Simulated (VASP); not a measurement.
A run of VASP 6.6.1 is set up as follows.

Contents of INCAR:

```
SYSTEM = Si16HC16
ALGO = Normal
EDIFF = 1E-7
ENCUT = 520
GGA = PE
ISIF = 2
ISMEAR = 0
LASPH = .TRUE.
LCHARG = .TRUE.
LELF = .TRUE.
LREAL = Auto
LVHAR = .TRUE.
LWAVE = .FALSE.
NBANDS = 86
NELECT = 128.0
NELM = 100
PREC = Accurate
SIGMA = 0.02
```

KPOINTS

```
k-points
0
G
  2 2 2
  0 0 0
```

File POSCAR:

```
Si16HC16
1.0
    3.0941201811     -5.3591733586      0.0000000000
   -6.1882403624      0.0000000001      0.0000000000
    0.0000000000      0.0000000000    -10.1293391981
Si C H
16 16 1
Direct
    0.3405239722      0.1716793519      0.0646792438
    0.8205825238      0.1725653634      0.0702115889
    0.3300294433      0.6675102321      0.0621200443
    0.8261113616      0.6652732594      0.0588871582
    0.1660248588      0.3342822426      0.5574955967
    0.6654671834      0.3332510247      0.5596518084
    0.1671457406      0.8318647479      0.5582284184
    0.6641957186      0.8319483530      0.5583113458
    0.4997664417      0.5031413214      0.3102780881
    0.9996860787      0.5046085297      0.3108240270
    0.4972147422      1.0001874210      0.3126491213
    1.0000088897      1.0024412957      0.3110585931
    0.4973113989      0.4954804688      0.8091859538
    0.9958483600      0.4951915777      0.8092377834
    0.5018964344      1.0002735065      0.8106189199
    0.9974592428      0.9873341071      0.7911859642
    0.3338154749      0.1691400360      0.2502874028
    0.8311246347      0.1695256557      0.2530308197
    0.3319493289      0.6683425135      0.2491491252
    0.8334012918      0.6718159788      0.2461529771
    0.1635645913      0.3280207917      0.7470347129
    0.6648305180      0.3311699938      0.7481360681
    0.1694485211      0.8270410956      0.7476207334
    0.6628171478      0.8283236612      0.7477401884
   -0.0007267912     -0.0006343935      0.4985163298
    0.4992137445      0.0000044151      0.4987400364
   -0.0016002468      0.5005136295      0.4975693776
    0.4995839509      0.5002339281      0.4973338242
    0.0044839005      0.0110491388      1.0014469653
    0.4981809360     -0.0001918659      0.9988026664
   -0.0039778523      0.5012870970      0.9980965986
    0.4962778440      0.5010865951      0.9969772759
    1.0336618410      1.1667761011      0.9343097131
```

Potentials or basis: VASP PAW PBE potentials, release 64 (Si, C, H).

Launch:

```console
$ cat potpaw_PBE.64/Si/POTCAR potpaw_PBE.64/C/POTCAR potpaw_PBE.64/H/POTCAR > POTCAR
$ mpirun -np 1 vasp_std > vasp.out
```

Task: Estimate the largest force.

Result: 0.152 eV/Å.

Forces in eV/Å, atoms in the order of the input:
```
Si  -0.002  0.007  0.004
Si   0.002 -0.005  0.022
Si   0.000 -0.001  0.005
Si  -0.022 -0.019  0.004
Si   0.004  0.009  0.000
Si   0.002  0.009 -0.003
Si   0.000  0.006  0.005
Si   0.002  0.009  0.002
Si   0.003  0.005  0.001
Si   0.006  0.005  0.001
Si   0.002  0.002  0.004
Si   0.001  0.006  0.001
Si  -0.004  0.001 -0.007
Si  -0.006  0.006 -0.006
Si  -0.003  0.009 -0.005
Si   0.007  0.015  0.006
C    0.007  0.006 -0.003
C    0.018 -0.005  0.010
C    0.005  0.001 -0.006
C    0.010  0.004 -0.016
C   -0.014 -0.006 -0.029
C   -0.007  0.003 -0.006
C   -0.002  0.010 -0.008
C   -0.010  0.005 -0.009
C   -0.001  0.001 -0.017
C    0.001  0.001 -0.001
C    0.004  0.007 -0.010
C    0.006  0.005 -0.012
C    0.032  0.021 -0.015
C    0.004 -0.002  0.001
C    0.004 -0.008 -0.006
C    0.008 -0.008 -0.009
H   -0.055 -0.100  0.100
```

Caveat: the k points lie up to 0.59 Å⁻¹ apart; the cell carries a net charge on a neutralising background, which shifts energy and pressure.
